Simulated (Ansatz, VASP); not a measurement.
**One calculation of Ta, two programs**

```
CELL_PARAMETERS angstrom
-1.65493 1.65493 1.65493
1.65493 -1.65493 1.65493
1.65493 1.65493 -1.65493
ATOMIC_POSITIONS crystal
Ta 0.00000 0.00000 0.00000
```

Alike in both runs: task relaxation of cell and atoms; functional r2SCAN; k mesh 24 × 24 × 24; occupations gaussian, width 0.1 eV; no spin polarisation.

|  | VASP | Ansatz |
| --- | --- | --- |
| version | VASP 6.6.1 | Ansatz 0.2.0 |
| potentials or method | VASP PAW PBE potentials, release 64 (Ta_pv), cutoff 600 eV | scalar-relativistic, plane waves, PAW |
| valence electrons in the cell | 11 | 13 |

```csv
,VASP,Ansatz,Ansatz less VASP
"gap on the k mesh at the Fermi level, each at its own relaxed structure (eV)",none,none,-
relaxed volume (Å³/atom),18.10,18.05,-0.048
relaxed cell length with the largest relative difference (Å),2.865,2.862,-0.0026
```

VASP's potentials were made for PBE, not for r2SCAN. A gap of «none» marks a metal or a gap that the smearing closes. VASP's potentials hold 11 valence electrons a cell and Ansatz's 13, so a difference there can come from the potentials and not from the codes.

Neither program's run includes spin-orbit coupling.
